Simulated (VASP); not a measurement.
# ZrS (Immm) in VASP: further runs

Runs on ZrS. Level: PBEsol. Tasks: single point.

Everything below comes from runs of VASP 6.6.1. Logs are shortened: lines on timing, memory, paths and dates and some standing lists are left out, and cuts for length are marked.

### 1 The cell of the first run

The structure is orthorhombic, space group Immm (No. 71). Conventional cell: a = 3.482 Å, b = 3.824 Å, c = 5.166 Å, α = 90.00°, β = 90.00°, γ = 90.00°. Zr (site symmetry mmm) has 6 S at 2.58 to 2.59 Å and 2 Zr at 3.48 Å within 3.5 Å. Within 3.5 Å of S (site symmetry mmm) lie 6 Zr at 2.58 to 2.59 Å and 2 S at 3.48 Å.

### 2 Single point, PBEsol (strain +0.0937 x Voigt [0, 0, 0, 0, 0, 1])

INCAR

```
PREC = Accurate
ENCUT = 520
EDIFF = 1E-6
ISMEAR = 0
SIGMA = 0.15
LREAL = F
LASPH = T
NELM = 60
ALGO = Normal
ISIF = 2
LWAVE = F
LCHARG = T
GGA = PS
LELF = T
LVHAR = T
NBANDS = 16
```

KPOINTS

```
Automatic mesh
0
Gamma
  20 20 20
```

POSCAR

```
ZrS
1.0
    0.1210170801      2.5830753500      2.5830753500
    2.5830753500      0.1210170801      2.5830753500
    2.7040924301      2.7040924301      0.0000000000
Zr S
1 1
Direct
    0.0000000000      0.0000000000      0.0000000000
    0.5000000000      0.5000000000      0.5000000000
```

Potentials or basis: VASP PAW PBE potentials, release 64 (Zr_sv, S).

On the command line:

```
$ cat potpaw_PBE.64/Zr_sv/POTCAR potpaw_PBE.64/S/POTCAR > POTCAR
$ mpirun -np 1 vasp_std > vasp.out
```

OUTCAR:

```text
PREC = Accurate
   ENCUT = 520
   EDIFF = 1E-6
   ISMEAR = 0
   LREAL = F
   LASPH = T
   NELM = 60
   ISIF = 2
   GGA = PS

 ion  position               nearest neighbor table
   1  0.000  0.000  0.000-   2 2.58   2 2.58   2 2.59   2 2.59   2 2.59   2 2.59
   2  0.500  0.500  0.500-   1 2.58   1 2.58   1 2.59   1 2.59   1 2.59   1 2.59

  LATTYP: Found a body centered orthorhombic cell.
 ALAT       =     3.4818761966
 B/A-ratio  =     1.0983056182
 C/A-ratio  =     1.4837261316

  Lattice vectors:

 A1 = (   2.5830753500,   0.1210170801,  -2.5830753500)
 A2 = (  -2.5830753500,  -0.1210170801,  -2.5830753500)
 A3 = (   0.1210170801,   2.5830753500,   2.5830753500)

Analysis of symmetry for initial positions (statically):
=====================================================================
 Subroutine PRICEL returns:
 Original cell was already a primitive cell.

 Routine SETGRP: Setting up the symmetry group for a
 body centered orthorhombic supercell.

 Subroutine GETGRP returns: Found  8 space group operations
 (whereof  8 operations were pure point group operations)
 out of a pool of  8 trial point group operations.

The static configuration has the point symmetry D_2h.

Analysis of symmetry for dynamics (positions and initial velocities):
=====================================================================
 Subroutine PRICEL returns:
 Original cell was already a primitive cell.

 Routine SETGRP: Setting up the symmetry group for a
 body centered orthorhombic supercell.

 Subroutine GETGRP returns: Found  8 space group operations
 (whereof  8 operations were pure point group operations)
 out of a pool of  8 trial point group operations.

The dynamic configuration has the point symmetry D_2h.

 Subroutine INISYM returns: Found  8 space group operations
 (whereof  8 operations are pure point group operations),
 and found     1 'primitive' translations

----------------------------------------------------------------------------------------

                                     Primitive cell

  volume of cell :      34.3943

  direct lattice vectors                    reciprocal lattice vectors
     0.121017080  2.583075350  2.583075350    -0.203082115  0.203082115  0.193567718
     2.583075350  0.121017080  2.583075350     0.203082115 -0.203082115  0.193567718
     2.704092430  2.704092430  0.000000000     0.184904922  0.184904922 -0.193567718

  length of vectors
[... 69 lines left out ...]
   ions per type =               1   1
   NGX,Y,Z   is equivalent  to a cutoff of  12.74, 12.74, 12.17 a.u.
   NGXF,Y,Z  is equivalent  to a cutoff of  25.47, 25.47, 24.34 a.u.
 SYSTEM =  unknown system
   PREC   = accura    normal or accurate (medium, high low for compatibility)
   ISTART =      0    job   : 0-new  1-cont  2-samecut
   ICHARG =      2    charge: 1-file 2-atom 10-const
   ISPIN  =      1    spin polarized calculation?
   LNONCOLLINEAR =      F non collinear calculations
   LSORBIT =      F    spin-orbit coupling
   LASPH  =      T    aspherical Exc in radial PAW
   ENCUT  =  520.0 eV  38.22 Ry    6.18 a.u.   6.80  6.80  7.11*2*pi/ulx,y,z
   NELM   =     60;   NELMIN=  2; NELMDL= -5     # of ELM steps
   EDIFF  = 0.1E-05   stopping-criterion for ELM
   LREAL  =      F    real-space projection
[... 7 lines left out ...]
   TEBEG  =    0.0;   TEEND  =   0.0 temperature during run
   PSTRESS=    0.0 pullay stress
   NELECT =      18.0000    total number of electrons
   NUPDOWN=      -1.0000    fix difference up-down
   EMIN   =  10.00;   EMAX   =-10.00  energy-range for DOS
   EFERMI =   0.00;   METHOD = LEGACY
   ISMEAR =     0;   SIGMA  =   0.15  broadening in eV -4-tet -1-fermi 0-gaus
   EFERMI_NEDOS =   21; number of points for ismear=-14 and -15
   IALGO  =     38    algorithm
   IMIX   =      4    mixing-type and parameters
     AMIX     =   0.40;   BMIX     =  1.00
     AMIX_MAG =   1.60;   BMIX_MAG =  1.00
  volume/ion in A,a.u.               =      17.20       116.05
  Fermi-wavevector in a.u.,A,eV,Ry     =   1.319279  2.493076 23.680905  1.740497
  Thomas-Fermi vector in A             =   2.449189
   LORBIT       =      0    0 simple, 1 ext, 2 COOP (PROOUT), +10 PAW based schemes
   GGA     = PS    functional components
   LHFCALC =     F    Hartree Fock is set to
   AEXX    =    0.0000 exact exchange contribution
   IVDW    =     0    specifies the selected vdW correction
   LEPSILON=     F    determine dielectric tensor
   LRPA    =     F    only Hartree local field effects (RPA)
 non-spin polarized calculation
 Gauss-broadening in eV      SIGMA  =   0.15
  energy-cutoff  :      520.00
  volume of cell :       34.39
 maximum number of plane-waves:       948
   NGX = 13   NGY = 13   NGZ = 15

 number of electron      18.0000001 magnetization

 Free energy of the ion-electron system (eV)
  ---------------------------------------------------
  ext. energy  EPLUGINS =         0.00000000
  ---------------------------------------------------
  free energy    TOTEN  =       -16.49333957 eV

  energy without entropy =      -16.47895905  energy(sigma->0) =      -16.48614931

 E-fermi :  11.2152     XC(G=0): -11.7076

 val. band max:       11.2133444818   @ k =  -0.4000   0.3000   0.1500
 cond. band min:      11.2159725865   @ k =  -0.1500   0.0000   0.1000
 fundamental gap:      0.0026281047
 Fermi energy:        11.2152390317

 k-point     1 :       0.0000    0.0000    0.0000
  band No.  band energies     occupation
      1     -38.5431      2.00000
      2     -16.5971      2.00000
      3     -16.5467      2.00000
      4     -16.4674      2.00000
      5      -4.8106      2.00000
      6       7.4938      2.00000
[... 433 lines left out ...]
      3     -16.6175      2.00000
      4     -16.5863      2.00000
      5      -3.3302      2.00000
      6       3.6116      2.00000
[... 8 lines left out ...]
     15      18.6549      0.00000
     16      19.1850      0.00000

 [... further k-points ...]
[... 5 lines left out ...]
  --------------------------------------------------------------------------------------
  -------------------------------------------------------------------------------------
  Total        0.1719322      0.1719322      0.0590700     -0.5180923      0.0000000      0.0000000
  in kB        8.0090494      8.0090494      2.7516358    -24.1340811      0.0000000      0.0000000
  external PRESSURE =       6.2565782 kB  Pullay stress =       0.0000000 kB

 VOLUME and BASIS-vectors are now :
 -----------------------------------------------------------------------------
  energy-cutoff  :      520.00
  volume of cell :       34.39
      direct lattice vectors                 reciprocal lattice vectors
     0.121017080  2.583075350  2.583075350    -0.203082115  0.203082115  0.193567718
     2.583075350  0.121017080  2.583075350     0.203082115 -0.203082115  0.193567718
     2.704092430  2.704092430  0.000000000     0.184904922  0.184904922 -0.193567718

 POSITION                                       TOTAL-FORCE (eV/Angst)
 -----------------------------------------------------------------------------------
      0.00000      0.00000      0.00000        -0.000000      0.000000      0.000000
      2.70409      2.70409      2.58308         0.000000     -0.000000      0.000000
 -----------------------------------------------------------------------------------
    total drift:                                0.000000      0.000000      0.000000

  FREE ENERGIE OF THE ION-ELECTRON SYSTEM (eV)
  ---------------------------------------------------
  free  energy   TOTEN  =       -16.4933395721 eV

  energy  without entropy=      -16.4789590451  energy(sigma->0) =      -16.48614931
```

It took 4.9 min on 1 thread of Intel Xeon 6975P-C (Granite Rapids), shared host; peak memory 0.68 GiB.

What came out:

- Free energy: -16.4933 eV
- Pressure: 0.6 GPa
- Band gap on the k mesh: zero (bands 9 and 10 overlap by 3.05 eV)

Levels at points of the mesh, in eV from the Fermi level:
| k point | band 6 | band 7 | band 8 | band 9 | band 10 | band 11 | band 12 | band 13 |
| --- | --- | --- | --- | --- | --- | --- | --- | --- |
| (0.00, 0.00, 0.00) | -3.72 | -3.52 | -3.17 | -1.94 | -1.54 | -0.90 | -0.68 | -0.62 |
| (0.50, 0.00, 0.00) | -8.25 | -6.54 | -6.12 | 1.44 | 1.53 | 1.82 | 2.72 | 5.41 |
| (0.50, 0.50, 0.00) | -6.32 | -4.82 | -4.01 | -3.66 | 0.64 | 2.58 | 2.60 | 3.02 |
| (0.00, 0.00, 0.50) | -8.26 | -6.13 | -5.59 | 0.80 | 1.82 | 2.06 | 2.14 | 5.66 |
| (0.50, 0.00, 0.50) | -6.34 | -4.46 | -4.44 | -3.66 | 0.45 | 2.08 | 2.54 | 3.37 |

Caveat: the cell differs from its parent crystal (strain +0.0937 x Voigt [0, 0, 0, 0, 0, 1]); the PAW data sets were made with another functional, which shifts forces and pressure a little.

### 3 Single point, PBEsol (strain +0.0937 x Voigt [0, 0, 0, 0, 0, 1])

INCAR, as its differences from that of step 2:

```diff
@@ -8,3 +8,3 @@
 NELM = 60
-ALGO = Normal
+ALGO = Fast
 ISIF = 2
```

KPOINTS is that of step 2.

POSCAR is that of step 2.

Potentials or basis: VASP PAW PBE potentials, release 64 (Zr_sv, S).

On the command line:

```
$ cat potpaw_PBE.64/Zr_sv/POTCAR potpaw_PBE.64/S/POTCAR > POTCAR
$ mpirun -np 1 vasp_std > vasp.out
```

Run time: 32 min. Hardware: 1 thread of Oxide Virtual Turin-like, shared host; peak memory 0.65 GiB.

Results (log left out):

```
Free energy            : -16.4933 eV
Pressure               : 0.6 GPa
Band gap on the k mesh : zero (bands 9 and 10 overlap by 3.05 eV)
```

Stress tensor (GPa, compression positive):
```
 0.79 -2.41  0.00
-2.41  0.79  0.00
 0.00  0.00  0.27
```

Levels at points of the mesh, in eV from the Fermi level:
| k point | band 5 | band 6 | band 7 | band 8 | band 9 | band 10 | band 11 | band 12 | band 13 | band 14 |
| --- | --- | --- | --- | --- | --- | --- | --- | --- | --- | --- |
| (0.00, 0.00, 0.00) | -16.03 | -3.72 | -3.52 | -3.17 | -1.94 | -1.54 | -0.90 | -0.68 | -0.62 | 2.33 |
| (0.50, 0.00, 0.00) | -14.18 | -8.25 | -6.54 | -6.12 | 1.44 | 1.53 | 1.82 | 2.72 | 5.41 | 6.12 |
| (0.50, 0.50, 0.00) | -15.14 | -6.32 | -4.82 | -4.01 | -3.66 | 0.64 | 2.58 | 2.60 | 3.02 | 3.70 |
| (0.00, 0.00, 0.50) | -14.36 | -8.26 | -6.13 | -5.59 | 0.80 | 1.83 | 2.06 | 2.14 | 5.66 | 5.67 |
| (0.50, 0.00, 0.50) | -15.09 | -6.34 | -4.46 | -4.44 | -3.66 | 0.45 | 2.08 | 2.54 | 3.37 | 3.91 |

Caveat: the cell differs from its parent crystal (strain +0.0937 x Voigt [0, 0, 0, 0, 0, 1]); the PAW data sets were made with another functional, which shifts forces and pressure a little.
